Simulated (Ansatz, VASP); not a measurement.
Si: VASP and Ansatz over several settings

```xyz
1
Lattice="-1.6483 1.6483 1.3377 1.6483 -1.6483 1.3377 1.6483 1.6483 -1.3377" Properties=species:S:1:pos:R:3 pbc="T T T"
Si    0.0000    0.0000    0.0000
```

Single points on this cell with VASP 6.6.1 and Ansatz 0.2.0. Each row is one pair of runs. Alike in all rows: spin: off; smearing: fermi-dirac, width 0.05 eV.

```csv
level,k mesh,"VASP's potentials, cutoff","Ansatz's potentials, cutoff","gap on the k mesh at the Fermi level (eV), VASP","gap on the k mesh at the Fermi level (eV), Ansatz","pressure (GPa), VASP","pressure (GPa), Ansatz"
HSE06,8 × 8 × 8,"VASP PAW PBE potentials, release 64 (Si), 520 eV","Ansatz PAW, 420 eV",?,none,?,-1.9
r2SCAN,13 × 13 × 13,"VASP PAW PBE potentials, release 64 (Si), 520 eV","Ansatz PAW, 500 eV",none,none,-3.4,-3.4
LDA,13 × 13 × 13,"VASP PAW LDA potentials, release 64 (Si), 520 eV","Ansatz PAW, 420 eV",none,none,-3.5,-3.6
```

Task: Fill in what VASP gave in row 1.

Result: gap on the k mesh at the Fermi level (eV): none; pressure (GPa): -2.2.

A gap of «none» marks a metal or a gap that the smearing closes.

The k mesh is coarse in some rows, so the values compare programs but aren't converged.
